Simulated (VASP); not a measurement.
Set up this calculation in VASP 6.6.1, as the native input.

```
Task                   : single point
Functional             : revPBE
Potentials or basis    : VASP PAW PBE potentials, release 64 (Ni)
Cutoff                 : 520 eV
k mesh                 : 9 × 9 × 13
Occupations            : fermi-dirac, width 0.1 eV
Spin                   : no spin polarisation
Dipole correction      : no
Further INCAR settings : ALGO = Normal; EDIFF = 1e-07; NBANDS = 22
```

The structure of Ni lies in POSCAR:

```
Ni
1.0
    4.0211115337      0.0000000000      0.0000000000
   -2.0105557668      3.4823847396      0.0000000000
    0.0000000000      0.0000000000      2.4201954129
Ni
3
Direct
    0.0000000000      1.0000000000      0.0000000000
    0.3333333333      0.6666666667      0.5000000000
    0.6666666667      0.3333333333      0.5000000000
```

The input as run:

INCAR

```
  PREC = Accurate
  ENCUT = 520
  EDIFF = 1E-7
  ISMEAR = -1
  SIGMA = 0.1
  LREAL = False
  LASPH = True
  NELM = 100
  ALGO = Normal
  ISIF = 2
  LWAVE = False
  LCHARG = False
  GGA = RE
  NBANDS = 22
```

KPOINTS

```
regular mesh
0
Gamma
  9 9 13
```

Potentials or basis: VASP PAW PBE potentials, release 64 (Ni).

Launch:

```console
$ cat potpaw_PBE.64/Ni/POTCAR > POTCAR
$ mpirun -np 1 vasp_std > vasp.out
```

It gave:

```yaml
Pressure: 0.1 GPa
Band_gap_on_the_k_mesh: zero (band 15 reaches 9.17 eV, above the bottom of band 16 at 8.63 eV)
```

Caveat: the PAW data sets were made with another functional, which shifts forces and pressure a little; the run has no spin polarisation, though such a crystal can be magnetic.

It took 70 s on 1 thread of AMD EPYC 7R13 Processor (Zen 3), on a shared host, peak memory 0.14 GiB.
